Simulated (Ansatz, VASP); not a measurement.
## Two plane-wave programs on Al5As

The input INCAR:

```
PREC     = Accurate       # precision mode
ENCUT    = 520            # plane-wave cutoff, eV
EDIFF    = 1E-6           # SCF threshold, eV
ISMEAR   = 0              # smearing method
SIGMA    = 0.1            # smearing width, eV
LREAL    = False          # projectors in reciprocal space
LASPH    = True           # aspherical terms in the spheres
NELM     = 80             # most SCF steps
ALGO     = Fast           # electronic algorithm
ISIF     = 2              # what is computed and relaxed
LWAVE    = False          # write WAVECAR
LCHARG   = True           # write CHGCAR
GGA      = PE             # functional
LELF     = True           # ELF
LVHAR    = True         
NBANDS   = 19             # bands
```

The input KPOINTS:

```
regular mesh
0
Gamma
  4 4 4
```

Contents of POSCAR:

```
Al5As
1.0
    5.6055759200      0.0000000000      0.0000000000
    0.0000000000      5.6055759200      0.0000000000
    0.0000000000      0.0000000000      3.8181133800
Al As
5 1
Direct
    0.2349447400      0.5000000000      0.0000000000
    0.7650552600      0.5000000000      0.0000000000
    0.5000000000      0.2349447400      0.0000000000
    0.5000000000      0.7650552600      0.0000000000
    0.0000000000      0.0000000000      0.5000000000
    0.5000000000      0.5000000000      0.0000000000
```

Input for Ansatz:

```yaml
crystal:
  lattice:
    - [5.60557592, 0.0, 0.0]
    - [0.0, 5.60557592, 0.0]
    - [0.0, 0.0, 3.81811338]
  atoms:
    - { symbol: Al, position: [0.23494474, 0.5, 0.0] }
    - { symbol: Al, position: [0.76505526, 0.5, 0.0] }
    - { symbol: Al, position: [0.5, 0.23494474, 0.0] }
    - { symbol: Al, position: [0.5, 0.76505526, 0.0] }
    - { symbol: Al, position: [0.0, 0.0, 0.5] }
    - { symbol: As, position: [0.5, 0.5, 0.0] }
basis:
  ecutwfc: 420
kpoints:
  mp_grid: { grid: [4, 4, 4] }
hamiltonian:
  xc: pbe
scf:
  occupations: { method: gaussian, width: 0.1 }
  lower_state_search: "off"
output:
  forces: true
  stress: true
  eigenvalues: true
```

Alike in both runs: task single point; functional PBE; k mesh 4 × 4 × 4; occupations gaussian, width 0.1 eV; no spin polarisation.

|  | VASP | Ansatz |
| --- | --- | --- |
| version | VASP 6.6.1 | Ansatz 0.2.0 |
| potentials or method | VASP PAW PBE potentials, release 64 (Al, As), cutoff 520 eV | scalar-relativistic, plane waves, PAW |
| valence electrons in the cell | 20 | 30 |

|  | VASP | Ansatz | Ansatz less VASP |
| --- | --- | --- | --- |
| gap on the k mesh at the Fermi level (eV) | none | none | - |
| rms of the force components (eV/Å) | 26.879 | 27.367 | +0.4880 |

Atom by atom the forces differ by 0.488 eV/Å (rms over components). A gap of «none» marks a metal or a gap that the smearing closes. VASP's potentials hold 20 valence electrons a cell and Ansatz's 30, so a difference there can come from the potentials and not from the codes.

The k mesh is coarse, so the values compare programs but aren't converged.
